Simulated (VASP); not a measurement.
# Pb (R-3m) in VASP: further runs, part 2 of 2

VASP 6.6.1. Earlier steps stand in the parts before.

## 4. Single point, PBE (equal xy, yz and zx shear strains of -2 %)

File INCAR:

```
  PREC = Accurate
  ENCUT = 520
  EDIFF = 1E-6
  ISMEAR = -1
  SIGMA = 0.05
  LREAL = F
  LASPH = T
  NELM = 60
  ALGO = Normal
  ISIF = 2
  LWAVE = F
  LCHARG = F
  GGA = PE
  NBANDS = 21
```

File KPOINTS:

```
regular mesh
0
Gamma
  8 8 8
```

File POSCAR:

```
Pb
1.0
   -0.0687800011      3.4046100549      3.4046100549
    3.4046100549     -0.0687800011      3.4046100549
    3.4046100549      3.4046100549     -0.0687800011
Pb
2
Direct
    0.0000000000      0.0000000000      0.0000000000
    0.2500000000      0.2500000000      0.2500000000
```

Potentials or basis: VASP PAW PBE potentials, release 64 (Pb_d).

Started as:

```console
$ cat potpaw_PBE.64/Pb_d/POTCAR > POTCAR
$ mpirun -np 1 vasp_std > vasp.out
```

OUTCAR:

```text
PREC = Accurate
   ENCUT = 520
   EDIFF = 1E-6
   ISMEAR = -1
   LREAL = F
   LASPH = T
   NELM = 60
   ISIF = 2
   GGA = PE

 ion  position               nearest neighbor table
   1  0.000  0.000  0.000-   2 2.92   2 3.00   2 3.00   2 3.00
   2  0.250  0.250  0.250-   1 2.92   1 3.00   1 3.00   1 3.00

  LATTYP: Found a trigonal (rhomboedric) cell.
 ALAT       =     4.8153369498
 COS(alpha) =     0.4797000918

  Lattice vectors:

 A1 = (  -0.0687800011,   3.4046100549,   3.4046100549)
 A2 = (   3.4046100549,  -0.0687800011,   3.4046100549)
 A3 = (   3.4046100549,   3.4046100549,  -0.0687800011)

Analysis of symmetry for initial positions (statically):
=====================================================================
 Subroutine PRICEL returns:
 Original cell was already a primitive cell.

 Routine SETGRP: Setting up the symmetry group for a
 trigonal (rhombohedral) supercell.

 Subroutine GETGRP returns: Found 12 space group operations
 (whereof  6 operations were pure point group operations)
[... 159 lines left out ...]
  ext. energy  EPLUGINS =         0.00000000
  ---------------------------------------------------
  free energy    TOTEN  =        -6.55383959 eV

  energy without entropy =       -6.54970192  energy(sigma->0) =       -6.55177075

 E-fermi :   4.3921     XC(G=0):  -8.4268

 val. band max:        4.1254939428   @ k =   0.1250   0.1250  -0.0000
 cond. band min:       4.4049206035   @ k =   0.2500   0.1250   0.1250
 fundamental gap:      0.2794266607
 Fermi energy:         4.3921387964

 k-point     1 :       0.0000    0.0000    0.0000
  band No.  band energies     occupation
      1     -12.9085      2.00000
      2     -12.8320      2.00000
      3     -12.8320      2.00000
      4     -12.7815      2.00000
      5     -12.7815      2.00000
      6     -12.3683      2.00000
[... 565 lines left out ...]
     20      10.9986      0.00000
     21      12.2964      0.00000

 [... further k-points ...]

------------------------ aborting loop because EDIFF is reached ----------------------------------------

  FORCE on cell =-STRESS in cart. coord.  units (eV):
  Direction    XX          YY          ZZ          XY          YZ          ZX
  --------------------------------------------------------------------------------------
  -------------------------------------------------------------------------------------
  Total        1.2123935      1.2123935      1.2123935      0.3926191      0.3926191      0.3926191
  in kB       23.8868457     23.8868457     23.8868457      7.7354684      7.7354684      7.7354684
  external PRESSURE =      23.8868457 kB  Pullay stress =       0.0000000 kB

 VOLUME and BASIS-vectors are now :
 -----------------------------------------------------------------------------
  energy-cutoff  :      520.00
  volume of cell :       81.32
      direct lattice vectors                 reciprocal lattice vectors
    -0.068780001  3.404610055  3.404610055    -0.142482690  0.145420478  0.145420478
     3.404610055 -0.068780001  3.404610055     0.145420478 -0.142482690  0.145420478
     3.404610055  3.404610055 -0.068780001     0.145420478  0.145420478 -0.142482690

 POSITION                                       TOTAL-FORCE (eV/Angst)
 -----------------------------------------------------------------------------------
      0.00000      0.00000      0.00000        -0.164782     -0.164782     -0.164782
      1.68511      1.68511      1.68511         0.164782      0.164782      0.164782
 -----------------------------------------------------------------------------------
    total drift:                                0.000000      0.000000      0.000000

  FREE ENERGIE OF THE ION-ELECTRON SYSTEM (eV)
  ---------------------------------------------------
  free  energy   TOTEN  =        -6.5538395902 eV

  energy  without entropy=       -6.5497019196  energy(sigma->0) =       -6.55177075
```

OSZICAR:

```text
N       E                     dE             d eps       ncg     rms          rms(c)
DAV:   1     0.292462973612E+03    0.29246E+03   -0.13826E+04  2730   0.145E+03
DAV:   2     0.151981925161E+02   -0.27726E+03   -0.27144E+03  2750   0.391E+02
DAV:   3    -0.577126329681E+01   -0.20969E+02   -0.20817E+02  3293   0.136E+02
DAV:   4    -0.653577773547E+01   -0.76451E+00   -0.76429E+00  3194   0.311E+01
DAV:   5    -0.658031490220E+01   -0.44537E-01   -0.44537E-01  4192   0.658E+00    0.151E+00
DAV:   6    -0.655957895731E+01    0.20736E-01   -0.28919E-02  3804   0.235E+00    0.868E-01
DAV:   7    -0.655234833092E+01    0.72306E-02   -0.27619E-02  3782   0.215E+00    0.164E-01
DAV:   8    -0.655353483115E+01   -0.11865E-02   -0.47013E-03  3238   0.745E-01    0.397E-02
DAV:   9    -0.655381179356E+01   -0.27696E-03   -0.39707E-04  3025   0.209E-01    0.153E-02
DAV:  10    -0.655383480541E+01   -0.23012E-04   -0.43752E-05  3696   0.539E-02    0.519E-03
DAV:  11    -0.655383942390E+01   -0.46185E-05   -0.63338E-06  2540   0.165E-02    0.104E-03
DAV:  12    -0.655383959019E+01   -0.16629E-06   -0.60222E-07  2624   0.895E-03
   1 F= -.65538396E+01 E0= -.65517708E+01  d E =-.413767E-02
```

stdout:

```text
POSCAR found type information on POSCAR Pb
 POSCAR found :  1 types and       2 ions
 scaLAPACK will be used
 LDA part: xc-table for (Slater+PW92), standard interpolation
 POSCAR, INCAR and KPOINTS ok, starting setup
 FFT: planning ... GRIDC
 FFT: planning ... GRID_SOFT
 FFT: planning ... GRID
 WAVECAR not read
 entering main loop
```

It took 50 s on 1 thread of Intel Xeon 6975P-C (Granite Rapids), shared host; peak memory 0.25 GiB.

Results:

| Quantity | Value |
| --- | --- |
| Free energy | -6.5538 eV |
| Pressure | 2.4 GPa |
| Largest force | 0.285 eV/Å |
| Band gap on the k mesh | zero (bands 14 and 15 overlap by 1.25 eV) |

Forces on the atoms (eV/Å):
```
Pb  -0.165 -0.165 -0.165
Pb   0.165  0.165  0.165
```

Stress tensor (GPa, compression positive):
```
2.39 0.77 0.77
0.77 2.39 0.77
0.77 0.77 2.39
```

Levels at points of the mesh, in eV from the Fermi level:
```
           k point  band 11  band 12  band 13  band 14  band 15  band 16  band 17  band 18
(0.00, 0.00, 0.00)   -11.19    -3.97     0.35     0.35     0.36     2.25     2.25     2.60
(0.50, 0.00, 0.00)    -9.90    -7.10    -0.97    -0.77    -0.74     3.39     3.63     5.44
(0.50, 0.50, 0.00)    -8.63    -8.44    -2.09    -1.95     0.75     0.89     7.05     7.13
(0.50, 0.50, 0.50)    -9.69    -7.29    -1.10    -0.90    -0.90     3.42     3.42     5.33
```

Caveat: the cell differs from its parent crystal (equal xy, yz and zx shear strains of -2 %); spin-orbit coupling is left out, which moves the levels of the heavy elements.

## 5. Overview

```csv
cell,gap on the mesh (eV),pressure (GPa),largest force (eV/Å)
"a = 4.839 Å, angles 60.7°, 2 atoms",none,2.3,0.14
"a = 4.913 Å, angles 58.7°, 2 atoms",none,2.4,0.24
"a = 4.815 Å, angles 61.3°, 2 atoms",none,2.4,0.29
```

Alike in all rows: task single point; level PBE; potentials or basis VASP PAW PBE potentials, release 64 (Pb_d); no spin polarisation; k mesh 8 × 8 × 8; cutoff (eV) 520; smearing fermi-dirac 0.05 eV.

Caveats: spin-orbit coupling is left out, which moves the levels of the heavy elements.

Absolute energies hang on the potentials; compare differences alone.
